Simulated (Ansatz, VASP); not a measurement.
# One calculation of CdSe, two programs

The input INCAR:

```
SYSTEM = CdSe
PREC = Accurate
ENCUT = 520
EDIFF = 1E-7
ISMEAR = -1
SIGMA = 0.1
LREAL = .False.
LASPH = .True.
NELM = 60
ALGO = Normal
ISIF = 2
LWAVE = .False.
LCHARG = .True.
GGA = PE
LELF = .True.
LVHAR = .True.
NBANDS = 16
```

Contents of KPOINTS:

```
Automatic mesh
0
Gamma
  14 14 14
  0 0 0
```

POSCAR

```
CdSe
1.0
    0.0000000000      2.3509711582      2.3509711582
    2.3509711582      0.0000000000      2.3509711582
    2.3509711582      2.3509711582      0.0000000000
Cd Se
1 1
Direct
    0.0000000000      0.0000000000      0.0000000000
    0.5000000000      0.5000000000      0.5000000000
```

Input for Ansatz:

```yaml
crystal:
  lattice:
    - [0.0, 2.3509711582, 2.3509711582]
    - [2.3509711582, 0.0, 2.3509711582]
    - [2.3509711582, 2.3509711582, 0.0]
  atoms:
    - { symbol: Cd, position: [0.0, 0.0, 0.0] }
    - { symbol: Se, position: [0.5, 0.5, 0.5] }
kpoints:
  mp_grid: { grid: [14, 14, 14] }
scf:
  occupations: { method: fermi_dirac, width: 0.1 }
hamiltonian:
  xc: pbe
  pseudopotentials: { kind: paw, source: ansatz }
output:
  forces: true
  stress: true
  eigenvalues: true
```

Change from the starting cell: volume scaled by 0.55, PAW files, source ansatz.

Alike in both runs: task single point; functional PBE; k mesh 14 × 14 × 14; occupations fermi-dirac, width 0.1 eV; no spin polarisation.

```csv
,VASP,Ansatz
version,VASP 6.6.1,Ansatz 0.2.0
potentials or method,"VASP PAW PBE potentials, release 64 (Cd, Se)",scalar-relativistic
plane-wave cutoff (eV),520,580
valence electrons in the cell,18,36
```

```tsv
	VASP	Ansatz	Ansatz less VASP
pressure (GPa)	154.3	149.0	-5.29
```

Both programs put the cell under a high pressure, so it lies far from rest at this level. VASP's potentials hold 18 valence electrons a cell and Ansatz's 36, so a difference there can come from the potentials and not from the codes.

Noted on VASP's run: the cell as given lies far from equilibrium.
